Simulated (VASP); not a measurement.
Set up this calculation in VASP 6.6.1, as the native input.

```yaml
Task: single point
Functional: PBEsol
Dispersion: D3(BJ)
Potentials_or_basis: VASP PAW PBE potentials, release 64 (P)
Cutoff: 520 eV
k_mesh: 18 × 18 × 18
Occupations: gaussian, width 0.1 eV
Spin: no spin polarisation
Dipole_correction: no
Further_INCAR_settings: ALGO = Normal; EDIFF = 1e-07; NBANDS = 8
```

The structure of P lies in POSCAR:

```
P
1.0
    2.3029632879      0.0000000000      0.0000000000
    0.0000000000      2.3029632879      0.0000000000
    0.0000000000      0.0000000000      2.3029632879
P
1
Direct
    0.0000000000      0.0000000000      0.0000000000
```

This isn't the form of P at room conditions, which is orthorhombic.

One way to write it, as run:

INCAR

```
PREC     = Accurate       # precision mode
ENCUT    = 520            # plane-wave cutoff, eV
EDIFF    = 1E-7           # SCF threshold, eV
ISMEAR   = 0              # smearing method
SIGMA    = 0.1            # smearing width, eV
LREAL    = False          # projectors in reciprocal space
LASPH    = True           # aspherical terms in the spheres
NELM     = 100            # most SCF steps
ALGO     = Normal         # electronic algorithm
ISIF     = 2              # what is computed and relaxed
LWAVE    = False          # write WAVECAR
LCHARG   = True           # write CHGCAR
GGA      = PS             # functional
IVDW     = 12             # dispersion correction
LELF     = True           # ELF
LVHAR    = True         
NBANDS   = 8              # bands
```

KPOINTS

```
regular mesh
0
Gamma
  18 18 18
```

Potentials or basis: VASP PAW PBE potentials, release 64 (P).

Run with:

```sh
$ cat potpaw_PBE.64/P/POTCAR > POTCAR
$ mpirun -np 1 vasp_std > vasp.out
```

Results of the run:

The pressure is 20.1 GPa. The band gap on the k mesh is zero (an odd number of electrons rules out a gap without spin polarisation). The dispersion energy per atom is -0.466 eV.

Caveat: the cell stands under pressure; the PAW data sets were made with another functional, which shifts forces and pressure a little.

It took 17 s on 1 thread of Intel(R) Xeon(R) Platinum 8175M CPU @ 2.50GHz (Skylake/Cascade Lake), with other jobs on the host, peak memory 0.13 GiB.
